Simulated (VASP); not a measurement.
MnF2: single point with PBE+U

Crystal: MnF2.

```
Mn F
1.0
     4.26930    0.00000    0.00000
     0.00000    4.26930    0.00000
     0.00000    0.00000    2.82021
Mn F
2 4
Direct
  0.00000 0.00000 0.00000
  0.50000 0.50000 0.50000
  0.30609 0.30609 0.00000
  0.19391 0.80609 0.50000
  0.69391 0.69391 0.00000
  0.80609 0.19391 0.50000
```

```yaml
Program: VASP 6.6.1
Task: single point
Functional: PBE
Potentials_or_basis: VASP PAW PBE potentials, release 64 (Mn_pv, F)
Cutoff: 520 eV
k_mesh: 4 × 4 × 6
Occupations: gaussian, width 0.1 eV
Spin: collinear spin, ferromagnetic start
Starting_moments: "[4.0, 4.0, 0.0, 0.0, 0.0, 0.0] μB"
Hubbard_terms: Mn d U = 3.9 eV
Dipole_correction: no
Further_INCAR_settings: ALGO = Normal; EDIFF = 1e-07; NBANDS = 40
```

The pressure is 123.1 GPa. The largest force is 1.864 eV/Å. The band gap on the k mesh is 1.87 eV, direct and the net moment is 10.00 μB per cell. The site moments are Mn +4.62; F +0.12 μB and the valence electrons inside the program's atomic spheres are Mn 11.99; F 6.26.

Forces in eV/Å, atoms in the order of the input:
```
Mn   0.000  0.000  0.000
Mn   0.000  0.000  0.000
F   -1.318 -1.318  0.000
F    1.318 -1.318  0.000
F    1.318  1.318  0.000
F   -1.318  1.318  0.000
```

Stress tensor (GPa, compression positive):
```
110.86   0.00   0.00
  0.00 110.86   0.00
  0.00   0.00 147.62
```

Levels at points of the mesh, in eV from the valence-band top:
Spin up:
| k point | band 29 | band 30 | band 31 | band 32 | band 33 | band 34 | band 35 | band 36 |
| --- | --- | --- | --- | --- | --- | --- | --- | --- |
| (0.00, 0.00, 0.00) | -2.67 | -0.90 | -0.90 | 0.00 | 1.87 | 7.06 | 7.06 | 10.02 |
| (0.50, 0.00, 0.00) | -1.41 | -1.41 | -1.19 | -1.19 | 4.58 | 4.58 | 8.97 | 8.97 |
| (0.50, 0.50, 0.00) | -1.74 | -1.74 | -0.91 | -0.91 | 6.08 | 6.08 | 7.47 | 7.47 |
| (0.00, 0.00, 0.50) | -1.91 | -1.91 | -1.83 | -1.83 | 7.34 | 7.34 | 11.00 | 11.00 |
| (0.50, 0.00, 0.50) | -2.77 | -2.77 | -0.53 | -0.53 | 7.63 | 7.63 | 9.43 | 9.43 |
| (0.50, 0.50, 0.50) | -1.86 | -1.86 | -1.56 | -1.56 | 7.63 | 7.63 | 9.88 | 9.88 |
Spin down:
| k point | band 19 | band 20 | band 21 | band 22 | band 23 | band 24 | band 25 | band 26 |
| --- | --- | --- | --- | --- | --- | --- | --- | --- |
| (0.00, 0.00, 0.00) | -7.58 | -7.19 | -7.19 | -6.83 | 1.89 | 2.13 | 3.26 | 3.37 |
| (0.50, 0.00, 0.00) | -8.22 | -8.22 | -7.45 | -7.45 | 2.59 | 2.59 | 3.68 | 3.68 |
| (0.50, 0.50, 0.00) | -8.13 | -8.13 | -7.76 | -7.76 | 2.40 | 2.40 | 3.40 | 3.40 |
| (0.00, 0.00, 0.50) | -8.61 | -8.61 | -8.03 | -8.03 | 3.14 | 3.14 | 3.28 | 3.28 |
| (0.50, 0.00, 0.50) | -8.13 | -8.13 | -7.78 | -7.78 | 2.40 | 2.40 | 3.53 | 3.53 |
| (0.50, 0.50, 0.50) | -7.77 | -7.77 | -7.41 | -7.41 | 3.06 | 3.06 | 3.21 | 3.21 |

Eigenvalues of the final occupation matrices:
| site | spin | trace | eigenvalues |
| --- | --- | --- | --- |
| site 1 d | 1 | 4.96 | 0.95 0.96 0.96 1.05 1.05 |
| site 1 d | 2 | 0.40 | 0.03 0.03 0.04 0.14 0.15 |
| site 2 d | 1 | 4.96 | 0.95 0.96 0.96 1.05 1.05 |
| site 2 d | 2 | 0.40 | 0.03 0.03 0.04 0.14 0.15 |

It took 36 s on 1 thread of Intel(R) Xeon(R) 6975P-C (Granite Rapids), on a shared host, peak memory 0.22 GiB.

Caveat: only a ferromagnetic start was run, and an antiferromagnetic order may lie lower in energy; forces of over 1 eV/Å act on the atoms, so gaps and moduli don't describe the material at rest. The state reached can hang on the start; a lower one may exist.
